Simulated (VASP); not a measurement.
Write the native input for VASP 6.6.1 that does the following.

* Task: relaxation of the atoms
* Functional: PBE
* Potentials or basis: VASP PAW PBE potentials, release 64 (Mg, F)
* Cutoff: 520 eV
* k mesh: 4 × 4 × 6
* Occupations: gaussian, width 0.0242 eV
* Spin: non-collinear spin, zero start, spin-orbit coupling
* Starting moments: [[0.0, 0.0, 0.0], [0.0, 0.0, 0.0], [0.0, 0.0, 0.0], [0.0, 0.0, 0.0], [0.0, 0.0, 0.0], [0.0, 0.0, 0.0]] μB
* Dipole correction: no
* Further INCAR settings: ALGO = Normal; EDIFF = 1e-07; IBRION = 2; EDIFFG = -0.03; NSW = 60

The structure of MgF2 lies in POSCAR:

```
MgF2
1.0
    4.5596216600      0.0000000000      0.0000000000
    0.0000000000      4.5596216600      0.0000000000
    0.0000000000      0.0000000000      2.9756481900
Mg F
2 4
Direct
    0.0000000000      0.0000000000      0.0000000000
    0.5000000000      0.5000000000      0.5000000000
    0.3028000000      0.3028000000      0.0000000000
    0.1972000000      0.8028000000      0.5000000000
    0.6972000000      0.6972000000      0.0000000000
    0.8028000000      0.1972000000      0.5000000000
```

The input as run:

INCAR

```
PREC = Accurate
ENCUT = 520
EDIFF = 1E-7
ISMEAR = 0
SIGMA = 0.0242
LREAL = F
LASPH = T
NELM = 200
ALGO = Normal
ISIF = 2
LWAVE = F
LCHARG = F
LNONCOLLINEAR = T
MAGMOM = 0 0 0 0 0 0 0 0 0 0 0 0 0 0 0 0 0 0
LORBIT = 11
LSORBIT = T
GGA_COMPAT = F
LORBMOM = T
GGA = PE
IBRION = 2
NSW = 60
EDIFFG = -0.03
NELMIN = 4
KPAR = 4
```

KPOINTS

```
regular mesh
0
Gamma
  4 4 6
```

Potentials or basis: VASP PAW PBE potentials, release 64 (Mg, F).

Run with:

```sh
$ cat potpaw_PBE.64/Mg/POTCAR potpaw_PBE.64/F/POTCAR > POTCAR
$ mpirun -np 4 vasp_ncl > vasp.out
```

Results of the run:

* Energy gained by relaxing: 0.4 meV/atom
* Ionic steps: 3
* Pressure after relaxing: 10.4 GPa
* Net moment: 0.00 μB per cell
* Valence electrons inside the program's atomic spheres: Mg 0.40; F 6.18

It took 81 s on 4 MPI ranks on Intel(R) Xeon(R) Platinum 8259CL CPU @ 2.50GHz (Skylake/Cascade Lake), with other jobs on the host, peak memory 0.35 GiB a rank.
